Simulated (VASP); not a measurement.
Here is a VASP 6.6.1 calculation.

File INCAR:

```
SYSTEM = WSe2
  ALGO = Normal
  EDIFF = 1E-6
  ENCUT = 520
  GGA = PS
  ISIF = 2
  ISMEAR = 0
  IVDW = 12
  LASPH = .TRUE.
  LCHARG = .FALSE.
  LREAL = .FALSE.
  LWAVE = .FALSE.
  NBANDS = 35
  NELM = 80
  PREC = Accurate
  SIGMA = 0.02
```

Contents of KPOINTS:

```
k-points
0
G
  12 12 4
  0 0 0
```

The input POSCAR:

```
WSe2
1.0
    3.3277645134      0.0000000000      0.0000000000
   -1.6638822567      2.8819286064      0.0000000000
    0.0000000000      0.0000000000     12.7895320322
W Se
2 4
Direct
    0.6666666667      0.3333333333      0.2499821196
    0.3333333333      0.6666666667      0.7500178804
    0.3333333333      0.6666666667      0.3791237712
    0.6666666667      0.3333333333      0.8791594820
    0.3333333333      0.6666666667      0.1208405180
    0.6666666667      0.3333333333      0.6208762288
```

Potentials or basis: VASP PAW PBE potentials, release 64 (W_sv, Se).

Run with:

```bash
$ cat potpaw_PBE.64/W_sv/POTCAR potpaw_PBE.64/Se/POTCAR > POTCAR
$ mpirun -np 1 vasp_std > vasp.out
```

Problem. Estimate the dispersion energy per atom.

Solution. -0.434 eV.

Problem. What does it give for the pressure?

Solution. -5.3 GPa.

Stress tensor (GPa, compression positive):
```
-6.78  0.00  0.00
 0.00 -6.78  0.00
 0.00  0.00 -2.28
```

Caveat: the cell differs from its parent crystal (equal strain along all axes, cell held: +3.0 %, then relaxed in part); the PAW data sets were made with another functional, which shifts forces and pressure a little.
